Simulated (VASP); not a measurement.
# CsI (Pm-3m) in VASP: single point with LDA

Aim: the single point of CsI with LDA.

Program: VASP 6.6.1. These are calculated values, not measurements. Logs are shortened: lines on timing, memory, paths and dates and some standing lists are left out, and cuts for length are marked.

### Step 1. The cell of the first run

The structure is cubic, space group Pm-3m (No. 221). Conventional cell: a = 4.527 Å, b = 4.527 Å, c = 4.527 Å, α = 90.00°, β = 90.00°, γ = 90.00°. Within 5.1 Å of Cs (site symmetry m-3m) lie 8 I at 3.92 Å and 6 Cs at 4.53 Å. I (site symmetry m-3m) has 8 Cs at 3.92 Å and 6 I at 4.53 Å within 5.1 Å.

### Step 2. Single point, LDA, non-collinear spin, zero start, spin-orbit coupling

The input, INCAR:

```
SYSTEM = CsI
  ALGO = Normal
  EDIFF = 1E-6
  ENCUT = 500
  GGA = CA
  GGA_COMPAT = .FALSE.
  ISIF = 2
  ISMEAR = 1
  LASPH = .TRUE.
  LCHARG = .FALSE.
  LORBIT = 11
  LORBMOM = .TRUE.
  LREAL = .FALSE.
  LSORBIT = .TRUE.
  LWAVE = .FALSE.
  MAGMOM = 0 0 0 0 0 0
  NBANDS = 28
  NELM = 200
  PREC = Accurate
  SIGMA = 0.0181
```

The input, KPOINTS:

```
k-points
0
G
  6 6 6
  0 0 0
```

The input, POSCAR:

```
CsI
1.0
    4.5274400000      0.0000000000      0.0000000000
    0.0000000000      4.5274400000      0.0000000000
    0.0000000000      0.0000000000      4.5274400000
Cs I
1 1
Direct
    0.0000000000      0.0000000000      0.0000000000
    0.5000000000      0.5000000000      0.5000000000
```

Potentials or basis: VASP PAW LDA potentials, release 64 (Cs_sv, I).

Command:

```
> cat potpaw_LDA.64/Cs_sv/POTCAR potpaw_LDA.64/I/POTCAR > POTCAR
> mpirun -np 1 vasp_ncl > vasp.out
```

OUTCAR:

```text
SYSTEM = CsI
   EDIFF = 1E-6
   ENCUT = 500
   GGA = CA
   ISIF = 2
   ISMEAR = 1
   LASPH = .TRUE.
   LORBIT = 11
   LREAL = .FALSE.
   LSORBIT = .TRUE.
   NELM = 200
   PREC = Accurate

 ion  position               nearest neighbor table
   1  0.000  0.000  0.000-
   2  0.500  0.500  0.500-

  LATTYP: Found a simple cubic cell.
 ALAT       =     4.5274400000

  Lattice vectors:

 A1 = (   4.5274400000,   0.0000000000,   0.0000000000)
 A2 = (   0.0000000000,   4.5274400000,   0.0000000000)
 A3 = (   0.0000000000,   0.0000000000,   4.5274400000)

Analysis of symmetry for initial positions (statically):
=====================================================================
 Subroutine PRICEL returns:
 Original cell was already a primitive cell.

 Routine SETGRP: Setting up the symmetry group for a
 simple cubic supercell.

 Subroutine GETGRP returns: Found 48 space group operations
 (whereof 48 operations were pure point group operations)
 out of a pool of 48 trial point group operations.

The static configuration has the point symmetry O_h .

Analysis of symmetry for dynamics (positions and initial velocities):
=====================================================================
 Subroutine PRICEL returns:
 Original cell was already a primitive cell.

 Routine SETGRP: Setting up the symmetry group for a
 simple cubic supercell.

 Subroutine GETGRP returns: Found 48 space group operations
 (whereof 48 operations were pure point group operations)
 out of a pool of 48 trial point group operations.

The dynamic configuration has the point symmetry O_h .

Analysis of structural, dynamic, and magnetic symmetry:
=====================================================================
 Subroutine PRICEL returns:
 Original cell was already a primitive cell.

 Routine SETGRP: Setting up the symmetry group for a
 simple cubic supercell.

 Subroutine GETGRP returns: Found 48 space group operations
 (whereof 48 operations were pure point group operations)
 out of a pool of 48 trial point group operations.

The overall configuration has the point symmetry O_h .

 Subroutine INISYM returns: Found 48 space group operations
 (whereof 48 operations are pure point group operations),
 and found     1 'primitive' translations

----------------------------------------------------------------------------------------

                                     Primitive cell

  volume of cell :      92.8022

  direct lattice vectors                    reciprocal lattice vectors
     4.527440000  0.000000000  0.000000000     0.220875373  0.000000000  0.000000000
     0.000000000  4.527440000  0.000000000     0.000000000  0.220875373  0.000000000
     0.000000000  0.000000000  4.527440000     0.000000000  0.000000000  0.220875373

  length of vectors
     4.527440000  4.527440000  4.527440000     0.220875373  0.220875373  0.220875373

  position of ions in fractional coordinates (direct lattice)
     0.000000000  0.000000000  0.000000000
     0.500000000  0.500000000  0.500000000

  ion indices of the primitive-cell ions
   primitive index   ion index
                 1           1
                 2           2

----------------------------------------------------------------------------------------

 KPOINTS: k-points

Automatic generation of k-mesh.
 Grid dimensions read from file:
 generate k-points for:    6    6    6

 Generating k-lattice:

  Cartesian coordinates                     Fractional coordinates (reciprocal lattice)
     0.036812562  0.000000000  0.000000000     0.166666667  0.000000000  0.000000000
     0.000000000  0.036812562  0.000000000     0.000000000  0.166666667  0.000000000
     0.000000000  0.000000000  0.036812562     0.000000000  0.000000000  0.166666667

  Length of vectors
     0.036812562  0.036812562  0.036812562

  Shift w.r.t. Gamma in fractional coordinates (k-lattice)
     0.000000000  0.000000000  0.000000000

 Subroutine IBZKPT returns following result:
 ===========================================

 Found     20 irreducible k-points:

 Following reciprocal coordinates:
            Coordinates               Weight
  0.000000  0.000000  0.000000      1.000000
  0.166667  0.000000  0.000000      6.000000
  0.333333  0.000000  0.000000      6.000000
  0.500000  0.000000  0.000000      3.000000
  0.166667  0.166667  0.000000     12.000000
  0.333333  0.166667  0.000000     24.000000
[... 12 lines left out ...]
  0.500000  0.500000  0.333333      6.000000
  0.500000  0.500000  0.500000      1.000000
   k-points           NKPTS =     20   k-points in BZ     NKDIM =     20   number of bands    NBANDS=     28
   number of dos      NEDOS =    301   number of ions     NIONS =      2
[... 26 lines left out ...]
   PSTRESS=    0.0 pullay stress
   NELECT =      16.0000    total number of electrons
   NUPDOWN=      -1.0000    fix difference up-down
   EMIN   =  10.00;   EMAX   =-10.00  energy-range for DOS
   EFERMI =   0.00;   METHOD = LEGACY
   ISMEAR =     1;   SIGMA  =   0.02  broadening in eV -4-tet -1-fermi 0-gaus
   EFERMI_NEDOS =   21; number of points for ismear=-14 and -15
   IALGO  =     38    algorithm
   IMIX   =      4    mixing-type and parameters
     AMIX     =   0.40;   BMIX     =  1.00
     AMIX_MAG =   1.60;   BMIX_MAG =  1.00
  volume/ion in A,a.u.               =      46.40       313.13
  Fermi-wavevector in a.u.,A,eV,Ry     =   0.911162  1.721846 11.295770  0.830216
  Thomas-Fermi vector in A             =   2.035409
   LORBIT       =     11    0 simple, 1 ext, 2 COOP (PROOUT), +10 PAW based schemes
   GGA     = CA    functional components
   LHFCALC =     F    Hartree Fock is set to
   AEXX    =    0.0000 exact exchange contribution
   IVDW    =     0    specifies the selected vdW correction
   LEPSILON=     F    determine dielectric tensor
   LRPA    =     F    only Hartree local field effects (RPA)
 Methfessel and Paxton  Order N= 1 SIGMA  =   0.02
  energy-cutoff  :      500.00
  volume of cell :       92.80
 maximum number of plane-waves:      4746
 NGX is ok and might be reduce to    36
   NGX = 17   NGY = 17   NGZ = 17

 number of electron      16.0000001 magnetization      -0.0000000     -0.0000000     -0.0000000

 number of electron      16.0000001 magnetization       0.0000000      0.0000000      0.0000000

 number of electron      16.0000001 magnetization      -0.0000000     -0.0000000      0.0000000

 number of electron      16.0000001 magnetization       0.0000000      0.0000000     -0.0000000

 Free energy of the ion-electron system (eV)
  ---------------------------------------------------
  ext. energy  EPLUGINS =         0.00000000
  ---------------------------------------------------
  free energy    TOTEN  =        -6.44240105 eV

  energy without entropy =       -6.44241077  energy(sigma->0) =       -6.44240429

 E-fermi :   1.0854     XC(G=0):  -8.1887

 val. band max:        1.0701323365   @ k =   0.0000   0.0000   0.0000
 cond. band min:       4.4386262548   @ k =   0.0000   0.0000   0.0000
 fundamental gap:      3.3684939184
 Fermi energy:         1.0853702781

 k-point     1 :       0.0000    0.0000    0.0000
  band No.  band energies     occupation
      1     -19.4918      1.00000
      2     -19.4918      1.00000
      3      -9.9401      1.00000
      4      -9.9401      1.00000
      5      -7.2708      1.00000
      6      -7.2708      1.00000
[... 609 lines left out ...]
     27       8.8060      0.00000
     28       8.8060      0.00000

------------------------ aborting loop because EDIFF is reached ----------------------------------------

  FORCE on cell =-STRESS in cart. coord.  units (eV):
  Direction    XX          YY          ZZ          XY          YZ          ZX
  --------------------------------------------------------------------------------------
  -------------------------------------------------------------------------------------
  Total       -0.6344604     -0.6344604     -0.6344604     -0.0000000     -0.0000000     -0.0000000
  in kB      -10.9536030    -10.9536030    -10.9536030     -0.0000000     -0.0000000     -0.0000000
  external PRESSURE =     -10.9536030 kB  Pullay stress =       0.0000000 kB

 VOLUME and BASIS-vectors are now :
 -----------------------------------------------------------------------------
  energy-cutoff  :      500.00
  volume of cell :       92.80
      direct lattice vectors                 reciprocal lattice vectors
     4.527440000  0.000000000  0.000000000     0.220875373  0.000000000  0.000000000
     0.000000000  4.527440000  0.000000000     0.000000000  0.220875373  0.000000000
     0.000000000  0.000000000  4.527440000     0.000000000  0.000000000  0.220875373

 POSITION                                       TOTAL-FORCE (eV/Angst)
 -----------------------------------------------------------------------------------
      0.00000      0.00000      0.00000         0.000000      0.000000      0.000000
      2.26372      2.26372      2.26372         0.000000      0.000000      0.000000
 -----------------------------------------------------------------------------------
    total drift:                               -0.000000      0.000000      0.000000

  FREE ENERGIE OF THE ION-ELECTRON SYSTEM (eV)
  ---------------------------------------------------
  free  energy   TOTEN  =        -6.4424010484 eV

  energy  without entropy=       -6.4424107669  energy(sigma->0) =       -6.44240429

 orbital moment (x)

 # of ion     p       d       tot
 ----------------------------------------
  1         0.000  -0.000  -0.000
  2         0.000   0.000   0.000
 ----------------------------------------
            0.000  -0.000  -0.000

 orbital moment (y)

 # of ion     p       d       tot
 ----------------------------------------
  1         0.000   0.000   0.000
  2         0.000   0.000   0.000
 ----------------------------------------
            0.000   0.000   0.000

 orbital moment (z)

 # of ion     p       d       tot
 ----------------------------------------
  1         0.000   0.000   0.000
  2         0.000  -0.000  -0.000
 ----------------------------------------
            0.000   0.000   0.000

 Spin-Orbit-Coupling matrix elements

 Ion:    1  E_soc:     -0.2994896
 l=   1
     0.0000000    -0.0498262    -0.0498262
    -0.0498262     0.0000000    -0.0498262
    -0.0498262    -0.0498262     0.0000000
 l=   2
     0.0000000    -0.0000254     0.0000000    -0.0000254    -0.0000633
    -0.0000254     0.0000000    -0.0000475    -0.0000254    -0.0000158
     0.0000000    -0.0000475     0.0000000    -0.0000475     0.0000000
    -0.0000254    -0.0000254    -0.0000475     0.0000000    -0.0000158
    -0.0000633    -0.0000158     0.0000000    -0.0000158     0.0000000
 l=   3
     0.0000000     0.0000000     0.0000000     0.0000000     0.0000000     0.0000000     0.0000000
     0.0000000     0.0000000     0.0000000     0.0000000     0.0000000     0.0000000     0.0000000
     0.0000000     0.0000000     0.0000000     0.0000000     0.0000000     0.0000000     0.0000000
     0.0000000     0.0000000     0.0000000     0.0000000     0.0000000     0.0000000     0.0000000
     0.0000000     0.0000000     0.0000000     0.0000000     0.0000000     0.0000000     0.0000000
     0.0000000     0.0000000     0.0000000     0.0000000     0.0000000     0.0000000     0.0000000
     0.0000000     0.0000000     0.0000000     0.0000000     0.0000000     0.0000000     0.0000000

 Ion:    2  E_soc:     -0.2661484
 l=   1
     0.0000000    -0.0443497    -0.0443497
    -0.0443497     0.0000000    -0.0443497
    -0.0443497    -0.0443497     0.0000000
 l=   2
     0.0000000    -0.0000013     0.0000000    -0.0000013    -0.0000071
    -0.0000013     0.0000000    -0.0000053    -0.0000013    -0.0000018
     0.0000000    -0.0000053     0.0000000    -0.0000053     0.0000000
    -0.0000013    -0.0000013    -0.0000053     0.0000000    -0.0000018
    -0.0000071    -0.0000018     0.0000000    -0.0000018     0.0000000
 l=   3
     0.0000000     0.0000000     0.0000000     0.0000000     0.0000000     0.0000000     0.0000000
     0.0000000     0.0000000     0.0000000     0.0000000     0.0000000     0.0000000     0.0000000
     0.0000000     0.0000000     0.0000000     0.0000000     0.0000000     0.0000000     0.0000000
     0.0000000     0.0000000     0.0000000     0.0000000     0.0000000     0.0000000     0.0000000
     0.0000000     0.0000000     0.0000000     0.0000000     0.0000000     0.0000000     0.0000000
     0.0000000     0.0000000     0.0000000     0.0000000     0.0000000     0.0000000     0.0000000
     0.0000000     0.0000000     0.0000000     0.0000000     0.0000000     0.0000000     0.0000000

 total charge

# of ion       s       p       d       tot
------------------------------------------
    1        1.831   4.674   0.034   6.540
    2        1.501   2.824   0.002   4.327
--------------------------------------------------
tot          3.332   7.498   0.037  10.867

 magnetization (x)

# of ion       s       p       d       tot
------------------------------------------
    1       -0.000   0.000  -0.000  -0.000
    2        0.000   0.000   0.000   0.000
--------------------------------------------------
tot          0.000   0.000  -0.000   0.000

 magnetization (y)

# of ion       s       p       d       tot
------------------------------------------
    1       -0.000   0.000   0.000  -0.000
    2       -0.000   0.000  -0.000  -0.000
--------------------------------------------------
tot         -0.000   0.000   0.000  -0.000

 magnetization (z)

# of ion       s       p       d       tot
------------------------------------------
    1       -0.000   0.000   0.000  -0.000
    2       -0.000   0.000  -0.000  -0.000
--------------------------------------------------
tot         -0.000   0.000   0.000  -0.000
```

Run time: 3.2 min. Hardware: 1 thread of Intel Xeon 8259CL, shared host; peak memory 0.33 GiB.

Results:

```
Free energy                                           : -6.4424 eV
Pressure                                              : -1.1 GPa
Net moment                                            : 0.00 μB per cell
Valence electrons inside the program's atomic spheres : Cs 6.54; I 4.33
```

Moments on the atoms (μB; x, y, z):
```
Cs  0.00 0.00 0.00
I   0.00 0.00 0.00
```
